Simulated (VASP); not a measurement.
The system is WCl.

```
W Cl
1.0
     1.91954    1.10824    6.45252
    -1.91954    1.10824    6.45252
     0.00000   -2.21649    6.45252
W Cl
2 2
Direct
  0.59800 0.59800 0.59800
  0.40200 0.40200 0.40200
  0.87033 0.87033 0.87033
  0.12967 0.12967 0.12967
```

The cell was generated, and may not be a known phase.

- Program: VASP 6.6.1
- Task: relaxation of cell and atoms
- Functional: PBE
- Potentials or basis: VASP PAW PBE potentials, release 64 (W_sv, Cl)
- Cutoff: 600 eV
- k mesh: 6 × 6 × 6
- Occupations: gaussian, width 0.2 eV
- Spin: no spin polarisation

At the start: pressure -14.1 GPa; volume 20.59 Å³/atom.

Q: How do energy, volume and symmetry change on relaxing?

A: Over 26 steps the energy falls by 1760.5 meV/atom and the volume is 21.42 Å³/atom (+4.0 %); space group R-3m (No. 166, to 0.1 Å) before and after.

Step by step:
```tsv
step	energy change (eV)	largest force (eV/Å)	pressure (GPa)	volume (Å³)
1	0.0000	3.4958	-14.10	82.36
2	-1.5581	4.3596	22.59	62.57
3	-1.6972	3.8841	10.29	66.06
4	-3.2183	1.6175	15.19	65.42
5	-3.3497	2.3226	20.58	65.18
6	-4.9746	3.1568	7.79	72.08
7	-4.7394	9.2528	2.26	93.93
8	-6.3831	2.5124	1.17	82.04
9	-6.7146	1.2241	-5.97	83.80
10	-6.7151	1.3378	-6.17	83.86
11	-6.9470	1.0056	-2.32	80.31
12	-6.9857	0.7483	0.16	78.46
13	-6.9861	0.7111	0.50	78.23
14	-6.9956	0.2985	1.12	78.64
15	-6.9964	0.1634	0.98	78.55
16	-7.0005	0.2405	-0.12	79.32
17	-7.0009	0.2710	-0.54	79.63
18	-7.0051	0.2505	-0.49	79.83
19	-7.0157	0.1913	-0.30	80.44
20	-7.0297	0.1610	0.15	81.64
21	-7.0341	0.4358	1.32	84.05
22	-7.0365	0.3204	1.05	84.37
23	-7.0402	0.1063	0.23	85.32
24	-7.0403	0.1050	0.04	85.56
25	-7.0409	0.0886	0.01	85.59
26	-7.0421	0.0398	-0.09	85.68
```

Final structure:
```
CELL_PARAMETERS angstrom
1.64450 0.94945 9.14545
-1.64450 0.94945 9.14545
0.00000 -1.89891 9.14545
ATOMIC_POSITIONS crystal
W 0.63612 0.63612 0.63612
W 0.36388 0.36388 0.36388
Cl 0.89929 0.89929 0.89929
Cl 0.10071 0.10071 0.10071
```

Caveat: a cell axis changed by over 15 % at a fixed basis, so the end point is rough; the relaxation stopped at a loose force limit of 0.08 eV/Å, so its end isn't a converged minimum.
